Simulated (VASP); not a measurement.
Crystal: SiNi.

```
Si Ni
1.0
     2.86862    0.00000    0.00000
     0.00000    2.86862    0.00000
     0.00000    0.00000    2.86862
Si Ni
1 1
Direct
  0.00000 0.00000 0.00000
  0.50000 0.50000 0.50000
```

| Item | Value |
| --- | --- |
| Program | VASP 6.6.1 |
| Task | relaxation of cell and atoms |
| Functional | r2SCAN |
| Potentials or basis | VASP PAW PBE potentials, release 64 (Si, Ni) |
| Cutoff | 600 eV |
| k mesh | 6 × 6 × 6 |
| Occupations | gaussian, width 0.1 eV |
| Spin | collinear spin |
| Starting moments | [0.13, 0.05] μB |

At the start: pressure -10.3 GPa; volume 11.80 Å³/atom.

**Question.** Where does the relaxation end?

**Answer.** Over 3 steps the energy falls by 30.2 meV/atom and the volume is 10.98 Å³/atom (-7.0 %); space group Pm-3m (No. 221, to 0.1 Å) before and after; moment 0.00 μB per cell.

Step by step:
```tsv
step	energy change (eV)	largest force (eV/Å)	pressure (GPa)	volume (Å³)
1	0.0000	0.0000	-10.32	23.61
2	-0.0377	0.0000	8.79	21.10
3	-0.0603	0.0000	-0.01	21.96
```

Final structure:
```xyz
2
Lattice="2.8002 0.0000 0.0000 0.0000 2.8002 0.0000 0.0000 0.0000 2.8002" Properties=species:S:1:pos:R:3 pbc="T T T"
Si    0.0000    0.0000    0.0000
Ni    1.4001    1.4001    1.4001
```

Caveat: the k points lie up to 0.37 Å⁻¹ apart in the final cell, too coarse for converged energies and pressures of a metal; the PAW data sets were made with another functional, which shifts forces and pressure a little.
